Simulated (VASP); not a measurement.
# B10Ru: single point with PBE

B10Ru:

```xyz
11
Lattice="4.8128 0.0000 0.0000 0.0000 4.8128 0.0000 0.0000 0.0000 3.6942" Properties=species:S:1:pos:R:3 pbc="T T T"
B     1.7465    0.0000    0.0000
B     3.0664    0.0000    0.0000
B     0.0000    1.7465    0.0000
B     0.0000    3.0664    0.0000
B     0.0000    2.4064    1.8471
B     2.4064    0.0000    1.8471
B     3.6212    2.4064    1.8471
B     1.1917    2.4064    1.8471
B     2.4064    3.6212    1.8471
B     2.4064    1.1917    1.8471
Ru    0.0000    0.0000    0.0000
```

```yaml
Program: VASP 6.6.1
Task: single point
Functional: PBE
Potentials_or_basis: VASP PAW PBE potentials, release 64 (B, Ru_pv)
Cutoff: 520 eV
k_mesh: 4 × 4 × 6
Occupations: gaussian, width 0.1 eV
Spin: no spin polarisation
Dipole_correction: no
Further_INCAR_settings: ALGO = Normal; EDIFF = 1e-06; NBANDS = 33
```

```yaml
Pressure: 138.1 GPa
Largest_force: 25.557 eV/Å
Band_gap_on_the_k_mesh: zero (band 22 reaches 7.06 eV, above the bottom of band 23 at 6.16 eV)
```

Forces on the atoms (eV/Å):
```
B    -6.166   0.000   0.000
B     6.166   0.000   0.000
B     0.000  -6.166   0.000
B     0.000   6.166   0.000
B     0.000   0.000   0.000
B     0.000   0.000   0.000
B   -25.557   0.000   0.000
B    25.557   0.000   0.000
B     0.000 -25.557   0.000
B     0.000  25.557   0.000
Ru    0.000   0.000   0.000
```

Stress tensor (GPa, compression positive):
```
201.41   0.00   0.00
  0.00 201.41   0.00
  0.00   0.00  11.54
```

Levels at points of the mesh, in eV from the Fermi level:
| k point | band 19 | band 20 | band 21 | band 22 | band 23 | band 24 | band 25 | band 26 |
| --- | --- | --- | --- | --- | --- | --- | --- | --- |
| (0.00, 0.00, 0.00) | -2.93 | -0.99 | -0.88 | -0.44 | -0.44 | 0.77 | 0.77 | 2.37 |
| (0.50, 0.00, 0.00) | -0.97 | -0.86 | -0.82 | -0.75 | 0.55 | 0.95 | 2.10 | 2.10 |
| (0.50, 0.50, 0.00) | -1.45 | -0.86 | -0.86 | 0.12 | 0.54 | 0.68 | 0.68 | 1.81 |
| (0.00, 0.00, 0.50) | -0.86 | -0.86 | -0.32 | -0.23 | -0.23 | 1.28 | 2.95 | 2.95 |
| (0.50, 0.00, 0.50) | -0.86 | -0.78 | -0.60 | 0.45 | 0.92 | 1.16 | 2.02 | 3.22 |
| (0.50, 0.50, 0.50) | -1.64 | -1.52 | -0.97 | -0.37 | -0.37 | 0.25 | 3.59 | 3.59 |

Run time: 41 s on 1 thread of AMD EPYC 9R45 96-Core Processor (Zen 5) (shared host), peak memory 0.18 GiB.

Caveat: forces of over 1 eV/Å act on the atoms, so gaps and moduli don't describe the material at rest.
